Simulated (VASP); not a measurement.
# Al2O3 (Corundum) (R-3c) in VASP: a series of runs

Al2O3 (Corundum) is run at these levels: PBE+D4, revPBE+D3(BJ); tasks: single point.

All numbers are computed with VASP 6.6.1; they aren't measurements. Logs are shortened: lines on timing, memory, paths and dates and some standing lists are left out, and cuts for length are marked.

**Measured values to compare with.**

“Multi-petahertz electron interference in Cr:Al2O3 solid-state material”, 2018, pmc:5906618 quotes, for a bulk crystal of Al2O3: band gap 8.7 eV (optical).

How close the calculation comes is told below.

### Step 1. The cell of the first run

Symmetry: R-3c, No. 167, trigonal system. The conventional cell has a = 4.778 Å, b = 4.778 Å, c = 13.032 Å, α = 90.00°, β = 90.00°, γ = 120.00°. Al (site symmetry 3) has 6 O at 1.86 to 1.98 Å within 2.5 Å. Within 2.5 Å of O (site symmetry 2) lie 4 Al at 1.86 to 1.98 Å.

### Step 2. Single point, PBE+D4

Input file INCAR:

```
SYSTEM = Al2O3
PREC = Accurate ; ENCUT = 520
EDIFF = 1E-6 ; ISMEAR = -1
SIGMA = 0.05 ; LREAL = .FALSE.
LASPH = .TRUE. ; NELM = 60
ALGO = Normal ; ISIF = 2
LWAVE = .FALSE. ; LCHARG = .FALSE.
GGA = PE ; IVDW = 13
NBANDS = 35
```

Input file KPOINTS:

```
Automatic mesh
0
G
  7 7 7
  0 0 0
```

Input file POSCAR:

```
Al2O3
1.0
    2.3888894637      1.3792259749      4.3440373744
   -2.3888894637      1.3792259749      4.3440373744
    0.0000000000     -2.7584519499      4.3440373744
Al O
4 6
Direct
    0.8521235875      0.8521235875      0.8521235875
    0.6478764125      0.6478764125      0.6478764125
    0.1478764125      0.1478764125      0.1478764125
    0.3521235875      0.3521235875      0.3521235875
    0.0564340838      0.7500000000      0.4435659162
    0.7500000000      0.4435659162      0.0564340838
    0.4435659162      0.0564340838      0.7500000000
    0.9435659162      0.2500000000      0.5564340838
    0.2500000000      0.5564340838      0.9435659162
    0.5564340838      0.9435659162      0.2500000000
```

Potentials or basis: VASP PAW PBE potentials, release 64 (Al, O).

Run with:

```bash
cat potpaw_PBE.64/Al/POTCAR potpaw_PBE.64/O/POTCAR > POTCAR
mpirun -np 1 vasp_std > vasp.out
```

OUTCAR:

```text
SYSTEM = Al2O3
   PREC = Accurate
   ENCUT = 520
   EDIFF = 1E-6
   ISMEAR = -1
   LREAL = .FALSE.
   LASPH = .TRUE.
   NELM = 60
   ISIF = 2
   GGA = PE
   IVDW = 13

 ion  position               nearest neighbor table
   1  0.852  0.852  0.852-   8 1.86   9 1.86  10 1.86   6 1.98   7 1.98   5 1.98   2 2.66   3 2.80
                             3 2.80   3 2.80   2 3.23   2 3.23   2 3.23
   2  0.648  0.648  0.648-   9 1.86   8 1.86  10 1.86   5 1.98   7 1.98   6 1.98   1 2.66   4 2.80
                             4 2.80   4 2.80   1 3.23   1 3.23   1 3.23
   3  0.148  0.148  0.148-   5 1.86   6 1.86   7 1.86   9 1.98  10 1.98   8 1.98   4 2.66   1 2.80
                             1 2.80   1 2.80   4 3.23   4 3.23   4 3.23
   4  0.352  0.352  0.352-   6 1.86   5 1.86   7 1.86   8 1.98  10 1.98   9 1.98   3 2.66   2 2.80
                             2 2.80   2 2.80   3 3.23   3 3.23   3 3.23
   5  0.056  0.750  0.444-   3 1.86   4 1.86   2 1.98   1 1.98
   6  0.750  0.444  0.056-   4 1.86   3 1.86   1 1.98   2 1.98
   7  0.444  0.056  0.750-   3 1.86   4 1.86   1 1.98   2 1.98
   8  0.944  0.250  0.556-   1 1.86   2 1.86   4 1.98   3 1.98
   9  0.250  0.556  0.944-   2 1.86   1 1.86   3 1.98   4 1.98
  10  0.556  0.944  0.250-   1 1.86   2 1.86   3 1.98   4 1.98

  LATTYP: Found a trigonal (rhomboedric) cell.
 ALAT       =     5.1458447188
 COS(alpha) =     0.5689687558

  Lattice vectors:

 A1 = (   2.3888894637,   1.3792259749,   4.3440373744)
 A2 = (  -2.3888894637,   1.3792259749,   4.3440373744)
 A3 = (   0.0000000000,  -2.7584519499,   4.3440373744)

Analysis of symmetry for initial positions (statically):
=====================================================================
 Subroutine PRICEL returns:
 Original cell was already a primitive cell.

 Routine SETGRP: Setting up the symmetry group for a
 trigonal (rhombohedral) supercell.

 Subroutine GETGRP returns: Found 12 space group operations
 (whereof  6 operations were pure point group operations)
 out of a pool of 12 trial point group operations.

The static configuration has the point symmetry S_6 .
 The point group associated with its full space group is D_3d.

Analysis of symmetry for dynamics (positions and initial velocities):
=====================================================================
 Subroutine PRICEL returns:
 Original cell was already a primitive cell.

 Routine SETGRP: Setting up the symmetry group for a
 trigonal (rhombohedral) supercell.

 Subroutine GETGRP returns: Found 12 space group operations
 (whereof  6 operations were pure point group operations)
 out of a pool of 12 trial point group operations.

The dynamic configuration has the point symmetry S_6 .
 The point group associated with its full space group is D_3d.

 Subroutine INISYM returns: Found 12 space group operations
 (whereof  6 operations are pure point group operations),
 and found     1 'primitive' translations

----------------------------------------------------------------------------------------

                                     Primitive cell

  volume of cell :      85.8769

  direct lattice vectors                    reciprocal lattice vectors
     2.388889464  1.379225975  4.344037374     0.209302275  0.120840725  0.076733533
    -2.388889464  1.379225975  4.344037374    -0.209302275  0.120840725  0.076733533
     0.000000000 -2.758451950  4.344037374     0.000000000 -0.241681450  0.076733533

  length of vectors
     5.145844719  5.145844719  5.145844719     0.253570421  0.253570421  0.253570421

  position of ions in fractional coordinates (direct lattice)
     0.852123588  0.852123588  0.852123588
     0.647876412  0.647876412  0.647876412
     0.147876412  0.147876412  0.147876412
     0.352123588  0.352123588  0.352123588
     0.056434084  0.750000000  0.443565916
     0.750000000  0.443565916  0.056434084
     0.443565916  0.056434084  0.750000000
     0.943565916  0.250000000  0.556434084
     0.250000000  0.556434084  0.943565916
     0.556434084  0.943565916  0.250000000

  ion indices of the primitive-cell ions
   primitive index   ion index
                 1           1
                 2           2
                 3           3
                 4           4
                 5           5
                 6           6
                 7           7
                 8           8
                 9           9
                10          10

----------------------------------------------------------------------------------------

 KPOINTS: Automatic mesh

Automatic generation of k-mesh.
 Grid dimensions read from file:
 generate k-points for:    7    7    7

 Generating k-lattice:

  Cartesian coordinates                     Fractional coordinates (reciprocal lattice)
     0.029900325  0.017262961  0.010961933     0.142857143  0.000000000  0.000000000
    -0.029900325  0.017262961  0.010961933     0.000000000  0.142857143  0.000000000
     0.000000000 -0.034525921  0.010961933     0.000000000  0.000000000  0.142857143

  Length of vectors
     0.036224346  0.036224346  0.036224346

  Shift w.r.t. Gamma in fractional coordinates (k-lattice)
     0.000000000  0.000000000  0.000000000

 Subroutine IBZKPT returns following result:
 ===========================================

 Found     44 irreducible k-points:

 Following reciprocal coordinates:
            Coordinates               Weight
  0.000000  0.000000  0.000000      1.000000
  0.142857 -0.000000  0.000000      6.000000
  0.285714 -0.000000  0.000000      6.000000
  0.428571  0.000000  0.000000      6.000000
  0.142857  0.142857  0.000000      6.000000
  0.285714  0.142857  0.000000     12.000000
[... 16 lines left out ...]
  0.285714  0.285714  0.142857      6.000000
  0.428571  0.285714  0.142857     12.000000
 [... further k-points ...]
   k-points           NKPTS =     44   k-points in BZ     NKDIM =     44   number of bands    NBANDS=     35
   number of dos      NEDOS =    301   number of ions     NIONS =     10
   total plane-waves  NPLWV =  64000
   dimension x,y,z NGX =    40 NGY =   40 NGZ =   40
   dimension x,y,z NGXF=    80 NGYF=   80 NGZF=   80
   ions per type =               4   6
   NGX,Y,Z   is equivalent  to a cutoff of  12.92, 12.92, 12.92 a.u.
   NGXF,Y,Z  is equivalent  to a cutoff of  25.85, 25.85, 25.85 a.u.
 SYSTEM =  Al2O3
   PREC   = accura    normal or accurate (medium, high low for compatibility)
   ISTART =      0    job   : 0-new  1-cont  2-samecut
   ICHARG =      2    charge: 1-file 2-atom 10-const
   ISPIN  =      1    spin polarized calculation?
   LNONCOLLINEAR =      F non collinear calculations
   LSORBIT =      F    spin-orbit coupling
   LASPH  =      T    aspherical Exc in radial PAW
   ENCUT  =  520.0 eV  38.22 Ry    6.18 a.u.   9.57  9.57  9.57*2*pi/ulx,y,z
   NELM   =     60;   NELMIN=  2; NELMDL= -5     # of ELM steps
   EDIFF  = 0.1E-05   stopping-criterion for ELM
   LREAL  =      F    real-space projection
   EDIFFG = 0.1E-04   stopping-criterion for IOM
   NSW    =      0    number of steps for IOM
   IBRION =     -1    ionic relax: 0-MD 1-quasi-New 2-CG
   NFREE  =      0    steps in history (QN), initial steepest desc. (CG)
   ISIF   =      2    stress and relaxation
   ISYM   =      2    0-nonsym 1-usesym 2-fastsym
   POTIM  = 0.5000    time-step for ionic-motion
   TEBEG  =    0.0;   TEEND  =   0.0 temperature during run
   PSTRESS=    0.0 pullay stress
   NELECT =      48.0000    total number of electrons
   NUPDOWN=      -1.0000    fix difference up-down
   EMIN   =  10.00;   EMAX   =-10.00  energy-range for DOS
   EFERMI =   0.00;   METHOD = LEGACY
   ISMEAR =    -1;   SIGMA  =   0.05  broadening in eV -4-tet -1-fermi 0-gaus
   EFERMI_NEDOS =   21; number of points for ismear=-14 and -15
   IALGO  =     38    algorithm
   IMIX   =      4    mixing-type and parameters
     AMIX     =   0.40;   BMIX     =  1.00
     AMIX_MAG =   1.60;   BMIX_MAG =  1.00
  volume/ion in A,a.u.               =       8.59        57.95
  Fermi-wavevector in a.u.,A,eV,Ry     =   1.348538  2.548367 24.742935  1.818554
  Thomas-Fermi vector in A             =   2.476199
   LORBIT       =      0    0 simple, 1 ext, 2 COOP (PROOUT), +10 PAW based schemes
   GGA     = PE    functional components
   LHFCALC =     F    Hartree Fock is set to
   AEXX    =    0.0000 exact exchange contribution
   IVDW    =    13    specifies the selected vdW correction
   LEPSILON=     F    determine dielectric tensor
   LRPA    =     F    only Hartree local field effects (RPA)
 non-spin polarized calculation
  energy-cutoff  :      520.00
  volume of cell :       85.88
 maximum number of plane-waves:      2331
 NGX is ok and might be reduce to    40
   NGX = 19   NGY = 19   NGZ = 19

 number of electron      48.0000013 magnetization

 Free energy of the ion-electron system (eV)
  ---------------------------------------------------
  ext. energy  EPLUGINS =         0.00000000
  ---------------------------------------------------
  free energy    TOTEN  =       -74.78570075 eV

  energy without entropy =      -74.78570075  energy(sigma->0) =      -74.78570075

 E-fermi :   7.1769     XC(G=0): -11.6359

 val. band max:        6.0292477782   @ k =   0.0000   0.0000   0.0000
 cond. band min:      12.1165639468   @ k =   0.0000   0.0000   0.0000
 fundamental gap:      6.0873161686
 Fermi energy:         7.1768721217

 k-point     1 :       0.0000    0.0000    0.0000
  band No.  band energies     occupation
      1     -13.1408      2.00000
      2     -10.8423      2.00000
      3     -10.5725      2.00000
      4     -10.5725      2.00000
      5     -10.2593      2.00000
      6     -10.2593      2.00000
[... 27 lines left out ...]
     34      19.4344      0.00000
     35      20.5720      0.00000
[... 843 lines left out ...]
      5     -10.4746      2.00000
      6     -10.2056      2.00000
[... 27 lines left out ...]
     34      19.5195      0.00000
     35      19.8139      0.00000

 [... further k-points ...]

------------------------ aborting loop because EDIFF is reached ----------------------------------------

  DFT-D4 for vdW energy calculation

  Edisp (eV):   -2.67791

  FORCE on cell =-STRESS in cart. coord.  units (eV):
  Direction    XX          YY          ZZ          XY          YZ          ZX
  --------------------------------------------------------------------------------------
  -------------------------------------------------------------------------------------
  Total      -0.06869    -0.06869    -0.09052     0.00000     0.00000     0.00000
  in kB      -1.28145    -1.28145    -1.68876     0.00000     0.00000     0.00000
  external pressure =       -1.42 kB  Pullay stress =        0.00 kB

 VOLUME and BASIS-vectors are now :
 -----------------------------------------------------------------------------
  energy-cutoff  :      520.00
  volume of cell :       85.88
      direct lattice vectors                 reciprocal lattice vectors
     2.388889464  1.379225975  4.344037374     0.209302275  0.120840725  0.076733533
    -2.388889464  1.379225975  4.344037374    -0.209302275  0.120840725  0.076733533
     0.000000000 -2.758451950  4.344037374     0.000000000 -0.241681450  0.076733533

 POSITION                                       TOTAL-FORCE (eV/Angst)
 -----------------------------------------------------------------------------------
      0.00000     -0.00000     11.10497         0.000000     -0.000000      0.003930
      0.00000     -0.00000      8.44320         0.000000      0.000000     -0.003930
      0.00000     -0.00000      1.92714         0.000000      0.000000     -0.003930
      0.00000     -0.00000      4.58891         0.000000     -0.000000      0.003930
     -1.65685     -0.11130      5.43005        -0.000204     -0.000354     -0.000000
      0.73204      1.49053      5.43005        -0.000204      0.000354     -0.000000
      0.92482     -1.37923      5.43005         0.000409     -0.000000     -0.000000
      1.65685      0.11130      7.60207         0.000204      0.000354     -0.000000
     -0.73204     -1.49053      7.60207         0.000204     -0.000354     -0.000000
     -0.92482      1.37923      7.60207        -0.000409     -0.000000     -0.000000
 -----------------------------------------------------------------------------------
    total drift:                                0.000000      0.000000     -0.000000

  FREE ENERGIE OF THE ION-ELECTRON SYSTEM (eV)
  ---------------------------------------------------
  free  energy   TOTEN  =       -77.4636060516 eV

  energy  without entropy=      -77.4636060516  energy(sigma->0) =      -77.46360605
```

Wall time 2.4 min (1 thread of Intel Xeon Platinum 8259CL at 2.50GHz (Skylake/Cascade Lake), shared host); peak memory 0.28 GiB.

Results:

* Free energy: -77.4636 eV
* Pressure: -0.1 GPa
* Largest force: 0.004 eV/Å
* Band gap on the k mesh: 6.09 eV, direct
* Dispersion energy per atom: -0.268 eV

Forces in eV/Å, atoms in the order of the input:
```
Al   0.000  0.000  0.004
Al   0.000  0.000 -0.004
Al   0.000  0.000 -0.004
Al   0.000  0.000  0.004
O    0.000  0.000  0.000
O    0.000  0.000  0.000
O    0.000  0.000  0.000
O    0.000  0.000  0.000
O    0.000  0.000  0.000
O    0.000  0.000  0.000
```

### Step 3. Single point, revPBE+D3(BJ)

Input file INCAR:

```
  PREC = Accurate
  ENCUT = 520
  EDIFF = 1E-7
  ISMEAR = -1
  SIGMA = 0.05
  LREAL = F
  LASPH = T
  NELM = 100
  ALGO = Normal
  ISIF = 2
  LWAVE = F
  LCHARG = F
  GGA = RE
  IVDW = 12
  NBANDS = 35
```

Input file KPOINTS:

```
Automatic mesh
0
Gamma
  7 7 7
```

Input file POSCAR:

```
Al2O3
1.0
    2.3879310397      1.3786726286      4.3424186035
   -2.3879310397      1.3786726286      4.3424186035
    0.0000000000     -2.7573452572      4.3424186035
Al O
4 6
Direct
    0.8520185201      0.8520185201      0.8520185201
    0.6479814799      0.6479814799      0.6479814799
    0.1479814799      0.1479814799      0.1479814799
    0.3520185201      0.3520185201      0.3520185201
    0.0567701748      0.7500000000      0.4432298252
    0.7500000000      0.4432298252      0.0567701748
    0.4432298252      0.0567701748      0.7500000000
    0.9432298252      0.2500000000      0.5567701748
    0.2500000000      0.5567701748      0.9432298252
    0.5567701748      0.9432298252      0.2500000000
```

Potentials or basis: VASP PAW PBE potentials, release 64 (Al, O).

Run with:

```bash
cat potpaw_PBE.64/Al/POTCAR potpaw_PBE.64/O/POTCAR > POTCAR
mpirun -np 1 vasp_std > vasp.out
```

It took 2.4 min on 1 thread of Intel Xeon Platinum 8259CL at 2.50GHz (Skylake/Cascade Lake), shared host; peak memory 0.28 GiB.

The run converged. Its results:

* Free energy: -76.0830 eV
* Pressure: -0.5 GPa
* Largest force: 0.008 eV/Å
* Band gap on the k mesh: 6.18 eV, direct
* Dispersion energy per atom: -0.463 eV

Forces on the atoms (eV/Å):
```
Al   0.000  0.000  0.008
Al   0.000  0.000 -0.008
Al   0.000  0.000 -0.008
Al   0.000  0.000  0.008
O    0.002  0.004  0.000
O    0.002 -0.004  0.000
O   -0.004  0.000  0.000
O   -0.002 -0.004  0.000
O   -0.002  0.004  0.000
O    0.004  0.000  0.000
```

Levels at points of the mesh, in eV from the valence-band top:
| k point | band 22 | band 23 | band 24 | band 25 | band 26 | band 27 |
| --- | --- | --- | --- | --- | --- | --- |
| (0.00, 0.00, 0.00) | -0.05 | -0.05 | 0.00 | 6.18 | 9.14 | 10.74 |

Caveat: the PAW data sets were made with another functional, which shifts forces and pressure a little.

### Step 4. How close it comes

Step 2. A measured gap of Al2O3 is 8.7 eV (optical; quoted in “Multi-petahertz electron interference in Cr:Al2O3 solid-state material”, 2018, pmc:5906618); the calculated 6.09 eV misses it by -2.61 eV. The value is that of PBE+D4 on a finite k mesh, which can miss the band edges, without temperature or zero-point motion. Semilocal functionals fall short of measured gaps as a rule.

Step 3. Against the measured gap of Al2O3, 8.7 eV (optical; quoted in “Multi-petahertz electron interference in Cr:Al2O3 solid-state material”, 2018, pmc:5906618), the calculated 6.18 eV is off by -2.52 eV. The value is that of revPBE+D3(BJ) on a finite k mesh, which can miss the band edges, without temperature or zero-point motion. Semilocal functionals fall short of measured gaps as a rule.
